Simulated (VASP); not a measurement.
Set up this calculation in VASP 6.6.1, as the native input.

```yaml
Task: single point
Functional: PBE
Dispersion: D3(BJ)
Potentials_or_basis: VASP PAW PBE potentials, release 64 (Be, C)
Cutoff: 600 eV
k_mesh: 8 × 8 × 8
Occupations: gaussian, width 0.01 eV
Spin: no spin polarisation
Dipole_correction: no
Further_INCAR_settings: ALGO = Normal; EDIFF = 1e-06; NBANDS = 11
```

The structure of Be2C lies in POSCAR:

```
Be2C
1.0
    0.0000000000      2.1357396564      2.1357396564
    2.1357396564      0.0000000000      2.1357396564
    2.1357396564      2.1357396564      0.0000000000
Be C
2 1
Direct
    0.2500000000      0.2500000000      0.2500000000
    0.7500000000      0.7500000000      0.7500000000
    0.0000000000      0.0000000000      0.0000000000
```

One way to write it, as run:

INCAR

```
PREC     = Accurate       # precision mode
ENCUT    = 600            # plane-wave cutoff, eV
EDIFF    = 1E-6           # SCF threshold, eV
ISMEAR   = 0              # smearing method
SIGMA    = 0.01           # smearing width, eV
LREAL    = F              # projectors in reciprocal space
LASPH    = T              # aspherical terms in the spheres
NELM     = 120            # most SCF steps
ALGO     = Normal         # electronic algorithm
ISIF     = 2              # what is computed and relaxed
LWAVE    = F              # write WAVECAR
LCHARG   = T              # write CHGCAR
GGA      = PE             # functional
IVDW     = 12             # dispersion correction
LELF     = T              # ELF
LVHAR    = T            
NBANDS   = 11             # bands
GGA_COMPAT= F
```

KPOINTS

```
regular mesh
0
Gamma
  8 8 8
```

Potentials or basis: VASP PAW PBE potentials, release 64 (Be, C).

The run is started by

```sh
$ cat potpaw_PBE.64/Be/POTCAR potpaw_PBE.64/C/POTCAR > POTCAR
$ mpirun -np 1 vasp_std > vasp.out
```

Results of the run:

```json
{
  "Pressure": "0.7 GPa",
  "Band gap on the k mesh": "1.17 eV, indirect (least direct gap 4.20 eV)",
  "Dispersion energy per atom": "-0.325 eV"
}
```

Wall time 5.3 s on 1 thread of Intel(R) Xeon(R) Platinum 8559C (Emerald Rapids), on a shared host, peak memory 0.15 GiB.
